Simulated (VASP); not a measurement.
# I (P1) in VASP: single point with r2SCAN

Aim: the single point of I with r2SCAN.

Program: VASP 6.6.1. These are calculated values, not measurements. Logs are shortened: lines on timing, memory, paths and dates and some standing lists are left out, and cuts for length are marked.

### Step 1. The cell of the first run

The typed cell holds 8 atoms: a = 6.353 Å, b = 9.452 Å, c = 6.150 Å, α = 101.43°, β = 79.97°, γ = 108.91°.

### Step 2. Single point, r2SCAN

File POSCAR:

```
I
1.0
    6.3528085500     -0.0809260600      0.0003467600
   -2.9658526400      7.6808290200      4.6430396300
    1.0212920800     -3.9090809100      4.6369572000
I
8
Direct
    0.0175030000      0.1758600000      0.8651380000
    0.9821620000      0.8247910000      0.2102100000
    0.3002560000      0.1748720000      0.1776060000
    0.7659150000      0.8836940000      0.8329200000
    0.2751870000      0.4424300000      0.7248460000
    0.7108430000      0.5431390000      0.2406410000
    0.2236570000      0.8180560000      0.4694070000
    0.7372930000      0.1768890000      0.5109360000
```

File INCAR.step1:

```
SYSTEM = I
  ALGO = Normal
  EDIFF = 1E-4
  ENCUT = 520
  GGA = PE
  ISMEAR = -1
  LASPH = .TRUE.
  LCHARG = .FALSE.
  LREAL = .FALSE.
  LWAVE = .TRUE.
  NBANDS = 38
  NELM = 100
  PREC = Accurate
  SIGMA = 0.1
```

File INCAR.step2:

```
SYSTEM = I
  ALGO = Normal
  EDIFF = 1E-6
  ENCUT = 520
  ISIF = 2
  ISMEAR = -1
  ISTART = 1
  LASPH = .TRUE.
  LCHARG = .FALSE.
  LMIXTAU = .TRUE.
  LREAL = .FALSE.
  LWAVE = .FALSE.
  METAGGA = R2SCAN
  NBANDS = 38
  NELM = 100
  PREC = Accurate
  SIGMA = 0.1
```

File KPOINTS:

```
Automatic mesh
0
Gamma
  3 2 3
  0 0 0.5
```

Potentials or basis: VASP PAW PBE potentials, release 64 (I).

Run with:

```
> cat potpaw_PBE.64/I/POTCAR > POTCAR
> cp INCAR.step1 INCAR
> mpirun -np 1 vasp_std > vasp.out
> cp INCAR.step2 INCAR
> mpirun -np 1 vasp_std > vasp.out
```

OUTCAR:

```text
SYSTEM = I
   EDIFF = 1E-6
   ENCUT = 520
   ISIF = 2
   ISMEAR = -1
   ISTART = 1
   LASPH = .TRUE.
   LREAL = .FALSE.
   METAGGA = R2SCAN
   NELM = 100
   PREC = Accurate

 ion  position               nearest neighbor table
   1  0.018  0.176  0.865-   4 2.69   5 2.73   3 2.85   8 3.05
   2  0.982  0.825  0.210-   7 2.42   6 2.68   4 3.11   3 3.30
   3  0.300  0.175  0.178-   1 2.85   2 3.30
   4  0.766  0.884  0.833-   1 2.69   2 3.11   7 3.49
   5  0.275  0.442  0.725-   1 2.73
   6  0.711  0.543  0.241-   2 2.68
   7  0.224  0.818  0.469-   2 2.42   4 3.49
   8  0.737  0.177  0.511-   1 3.05

  LATTYP: Found a triclinic cell.
 ALAT       =    12.8234904871
 B/A-ratio  =     0.6266658384
 C/A-ratio  =     1.4222112694
 COS(alpha) =     0.0195023807
 COS(beta)  =     0.3446194580
 COS(gamma) =     0.9276775574

  Lattice vectors:

 A1 = (   4.3102243900,   7.7372357600,  -9.2735676400)
 A2 = (   5.3315164700,   3.8281548500,  -4.6366104400)
 A3 = ( -11.7823486200,   0.2991849200, -13.9176475500)

Analysis of symmetry for initial positions (statically):
=====================================================================
 Subroutine PRICEL returns:
 Original cell was already a primitive cell.

 Routine SETGRP: Setting up the symmetry group for a
 triclinic supercell.

 Subroutine GETGRP returns: Found  1 space group operations
 (whereof  1 operations were pure point group operations)
 out of a pool of  2 trial point group operations.

The static configuration has the point symmetry C_1 .

Analysis of symmetry for dynamics (positions and initial velocities):
=====================================================================
 Subroutine PRICEL returns:
 Original cell was already a primitive cell.

 Routine SETGRP: Setting up the symmetry group for a
 triclinic supercell.

 Subroutine GETGRP returns: Found  1 space group operations
 (whereof  1 operations were pure point group operations)
 out of a pool of  2 trial point group operations.

The dynamic configuration has the point symmetry C_1 .

 Subroutine INISYM returns: Found  1 space group operations
 (whereof  1 operations are pure point group operations),
 and found     1 'primitive' translations

----------------------------------------------------------------------------------------

                                     Primitive cell

  volume of cell :     340.0678

  direct lattice vectors                    reciprocal lattice vectors
     6.352808550 -0.080926060  0.000346760     0.158102876  0.054384546  0.011025414
    -2.965852640  7.680829020  4.643039630     0.001099472  0.086621990  0.072782532
     1.021292080 -3.909080910  4.636957200    -0.001112738 -0.086739681  0.142779838

  length of vectors
     6.353323982  9.452472339  6.150229520     0.167558223  0.113145371  0.167066133

  position of ions in fractional coordinates (direct lattice)
     0.017503000  0.175860000  0.865138000
     0.982162000  0.824791000  0.210210000
     0.300256000  0.174872000  0.177606000
     0.765915000  0.883694000  0.832920000
     0.275187000  0.442430000  0.724846000
     0.710843000  0.543139000  0.240641000
     0.223657000  0.818056000  0.469407000
     0.737293000  0.176889000  0.510936000

  ion indices of the primitive-cell ions
   primitive index   ion index
                 1           1
                 2           2
                 3           3
                 4           4
                 5           5
                 6           6
                 7           7
                 8           8

----------------------------------------------------------------------------------------

 KPOINTS: Automatic mesh

Automatic generation of k-mesh.
 Grid dimensions read from file:
 generate k-points for:    3    2    3

 Generating k-lattice:

  Cartesian coordinates                     Fractional coordinates (reciprocal lattice)
     0.052700959  0.018128182  0.003675138     0.333333333 -0.000000000  0.000000000
     0.000549736  0.043310995  0.036391266     0.000000000  0.500000000  0.000000000
    -0.000370913 -0.028913227  0.047593279    -0.000000000  0.000000000  0.333333333

  Length of vectors
     0.055852741  0.056572685  0.055688711

  Shift w.r.t. Gamma in fractional coordinates (k-lattice)
     0.000000000  0.000000000  0.500000000

 Subroutine IBZKPT returns following result:
 ===========================================

 Found     10 irreducible k-points:

 Following reciprocal coordinates:
            Coordinates               Weight
 -0.000000  0.000000  0.166667      2.000000
  0.333333  0.000000  0.166667      2.000000
 -0.333333  0.000000  0.166667      2.000000
  0.000000  0.500000  0.166667      2.000000
  0.333333  0.500000  0.166667      2.000000
 -0.333333  0.500000  0.166667      2.000000
 -0.000000 -0.000000  0.500000      1.000000
  0.333333  0.000000  0.500000      2.000000
  0.000000  0.500000  0.500000      1.000000
  0.333333  0.500000  0.500000      2.000000
   k-points           NKPTS =     10   k-points in BZ     NKDIM =     10   number of bands    NBANDS=     38
   number of dos      NEDOS =    301   number of ions     NIONS =      8
   total plane-waves  NPLWV = 161280
   dimension x,y,z NGX =    48 NGY =   70 NGZ =   48
   dimension x,y,z NGXF=    96 NGYF=  140 NGZF=   96
   ions per type =               8
   NGX,Y,Z   is equivalent  to a cutoff of  12.56, 12.31, 12.97 a.u.
   NGXF,Y,Z  is equivalent  to a cutoff of  25.12, 24.62, 25.95 a.u.
 SYSTEM =  I
   PREC   = accura    normal or accurate (medium, high low for compatibility)
   ISTART =      1    job   : 0-new  1-cont  2-samecut
   ICHARG =      0    charge: 1-file 2-atom 10-const
   ISPIN  =      1    spin polarized calculation?
   LNONCOLLINEAR =      F non collinear calculations
   LSORBIT =      F    spin-orbit coupling
   LASPH  =      T    aspherical Exc in radial PAW
   ENCUT  =  520.0 eV  38.22 Ry    6.18 a.u.  11.81 17.58 11.44*2*pi/ulx,y,z
   NELM   =    100;   NELMIN=  2; NELMDL=  0     # of ELM steps
   EDIFF  = 0.1E-05   stopping-criterion for ELM
   LREAL  =      F    real-space projection
   EDIFFG = 0.1E-04   stopping-criterion for IOM
   NSW    =      0    number of steps for IOM
   IBRION =     -1    ionic relax: 0-MD 1-quasi-New 2-CG
   NFREE  =      0    steps in history (QN), initial steepest desc. (CG)
   ISIF   =      2    stress and relaxation
   ISYM   =      2    0-nonsym 1-usesym 2-fastsym
   POTIM  = 0.5000    time-step for ionic-motion
   TEBEG  =    0.0;   TEEND  =   0.0 temperature during run
   PSTRESS=    0.0 pullay stress
   NELECT =      56.0000    total number of electrons
   NUPDOWN=      -1.0000    fix difference up-down
   EMIN   =  10.00;   EMAX   =-10.00  energy-range for DOS
   EFERMI =   0.00;   METHOD = LEGACY
   ISMEAR =    -1;   SIGMA  =   0.10  broadening in eV -4-tet -1-fermi 0-gaus
   EFERMI_NEDOS =   21; number of points for ismear=-14 and -15
   IALGO  =     38    algorithm
   IMIX   =      4    mixing-type and parameters
     AMIX     =   0.40;   BMIX     =  1.00
     AMIX_MAG =   1.60;   BMIX_MAG =  1.00
  volume/ion in A,a.u.               =      42.51       286.86
  Fermi-wavevector in a.u.,A,eV,Ry     =   0.897323  1.695695 10.955266  0.805189
  Thomas-Fermi vector in A             =   2.019893
   LORBIT       =      0    0 simple, 1 ext, 2 COOP (PROOUT), +10 PAW based schemes
   METAGGA = R2SCAN    functional components
   LHFCALC =     F    Hartree Fock is set to
   AEXX    =    0.0000 exact exchange contribution
   IVDW    =     0    specifies the selected vdW correction
   LEPSILON=     F    determine dielectric tensor
   LRPA    =     F    only Hartree local field effects (RPA)
 non-spin polarized calculation
  energy-cutoff  :      520.00
  volume of cell :      340.07
 maximum number of plane-waves:      9178
   NGX = 23   NGY = 35   NGZ = 23

 number of electron      55.9999998 magnetization

 Free energy of the ion-electron system (eV)
  ---------------------------------------------------
  ext. energy  EPLUGINS =         0.00000000
  ---------------------------------------------------
  free energy    TOTEN  =      -193.27850496 eV

  energy without entropy =     -193.25725906  energy(sigma->0) =     -193.26788201

 E-fermi :   2.9182     XC(G=0):  -8.2772

 val. band max:        2.5041780158   @ k =   0.0000   0.5000   0.1667
 cond. band min:       3.2329230193   @ k =   0.0000   0.5000   0.5000
 fundamental gap:      0.7287450035
 Fermi energy:         2.9182168776

 k-point     1 :      -0.0000    0.0000    0.1667
  band No.  band energies     occupation
      1     -13.8199      2.00000
      2     -12.6366      2.00000
      3     -10.4841      2.00000
      4     -10.2324      2.00000
      5      -9.8979      2.00000
      6      -9.1114      2.00000
[... 30 lines left out ...]
     37       9.2929      0.00000
     38       9.3653      0.00000

 k-point     2 :       0.3333    0.0000    0.1667
  band No.  band energies     occupation
      1     -13.8036      2.00000
      2     -12.6256      2.00000
      3     -10.5575      2.00000
      4     -10.2388      2.00000
      5      -9.9520      2.00000
      6      -9.0534      2.00000
[... 30 lines left out ...]
     37       9.0142      0.00000
     38       9.2753      0.00000

 k-point     3 :      -0.3333    0.0000    0.1667
  band No.  band energies     occupation
      1     -13.8042      2.00000
      2     -12.6251      2.00000
      3     -10.5739      2.00000
      4     -10.1627      2.00000
      5      -9.9380      2.00000
      6      -9.2001      2.00000
[... 30 lines left out ...]
     37       9.4031      0.00000
[... 207 lines left out ...]
 k-point     9 :       0.0000    0.5000    0.5000
  band No.  band energies     occupation
      1     -13.7698      2.00000
      2     -12.6299      2.00000
      3     -10.6208      2.00000
      4     -10.2475      2.00000
      5     -10.0394      2.00000
      6      -9.0504      2.00000
[... 30 lines left out ...]
     37       9.1635      0.00000
     38       9.8293      0.00000

 k-point    10 :       0.3333    0.5000    0.5000
  band No.  band energies     occupation
      1     -13.7616      2.00000
      2     -12.6194      2.00000
      3     -10.5993      2.00000
      4     -10.2164      2.00000
      5     -10.0246      2.00000
      6      -9.1996      2.00000
[... 30 lines left out ...]
     37       9.3415      0.00000
     38       9.5102      0.00000

------------------------ aborting loop because EDIFF is reached ----------------------------------------

  FORCE on cell =-STRESS in cart. coord.  units (eV):
  Direction    XX          YY          ZZ          XY          YZ          ZX
  --------------------------------------------------------------------------------------
  -------------------------------------------------------------------------------------
  Total       13.5224314     14.8409786      9.1896158     -0.2893703      1.4354076      6.2360848
  in kB       63.7088683     69.9210019     43.2954700     -1.3633237      6.7627035     29.3803604
  external PRESSURE =      58.9751134 kB  Pullay stress =       0.0000000 kB

 VOLUME and BASIS-vectors are now :
 -----------------------------------------------------------------------------
  energy-cutoff  :      520.00
  volume of cell :      340.07
      direct lattice vectors                 reciprocal lattice vectors
     6.352808550 -0.080926060  0.000346760     0.158102876  0.054384546  0.011025414
    -2.965852640  7.680829020  4.643039630     0.001099472  0.086621990  0.072782532
     1.021292080 -3.909080910  4.636957200    -0.001112738 -0.086739681  0.142779838

 POSITION                                       TOTAL-FORCE (eV/Angst)
 -----------------------------------------------------------------------------------
      0.47318     -2.03256      4.82814        -0.373008      1.687903     -0.097558
      4.00796      5.43387      4.80461        -2.809905      2.658972     -1.951800
      1.57021      0.62459      1.63559         0.763659     -0.190648      0.106579
      3.09546      3.46957      7.96551        -1.852564     -2.285186     -0.878717
      1.17631      0.54248      5.41540         0.398161      1.189817      1.029688
      3.15074      3.17355      3.63790        -0.573286     -0.805529     -0.696379
     -0.52598      4.43030      5.97496         4.655554     -2.112521      2.203222
      4.68107     -0.69830      3.19075        -0.208609     -0.142810      0.284965
 -----------------------------------------------------------------------------------
    total drift:                               -0.000006     -0.000143      0.000199

  FREE ENERGIE OF THE ION-ELECTRON SYSTEM (eV)
  ---------------------------------------------------
  free  energy   TOTEN  =      -193.2785049583 eV

  energy  without entropy=     -193.2572590554  energy(sigma->0) =     -193.26788201
```

Wall time 4.4 min (1 thread of Intel Xeon Platinum 8488C (Sapphire Rapids), shared host); peak memory 0.43 GiB.

Results:

- Free energy: -193.2785 eV
- Pressure: 5.9 GPa
- Largest force: 5.567 eV/Å
- Band gap on the k mesh: 0.73 eV (least direct gap 0.74 eV)

Forces on the atoms (eV/Å):
```
I   -0.373  1.688 -0.098
I   -2.810  2.659 -1.952
I    0.764 -0.191  0.107
I   -1.853 -2.285 -0.879
I    0.398  1.190  1.030
I   -0.573 -0.806 -0.696
I    4.656 -2.113  2.203
I   -0.209 -0.143  0.285
```

Stress tensor (GPa, compression positive):
```
 6.37 -0.14  2.94
-0.14  6.99  0.68
 2.94  0.68  4.33
```

Levels at points of the mesh, in eV from the valence-band top:
| k point | band 24 | band 25 | band 26 | band 27 | band 28 | band 29 | band 30 | band 31 | band 32 | band 33 |
| --- | --- | --- | --- | --- | --- | --- | --- | --- | --- | --- |
| (0.00, 0.00, 0.50) | -0.75 | -0.63 | -0.51 | -0.31 | -0.20 | 0.77 | 1.81 | 2.26 | 2.85 | 5.48 |
| (0.00, 0.50, 0.50) | -0.81 | -0.58 | -0.54 | -0.15 | -0.01 | 0.73 | 0.97 | 2.01 | 2.38 | 5.34 |

Caveat: the cell stands under pressure; the PAW data sets were made with another functional, which shifts forces and pressure a little; spin-orbit coupling is left out, which moves the levels of the heavy elements; a shifted mesh leaves out Γ, where band edges can lie.
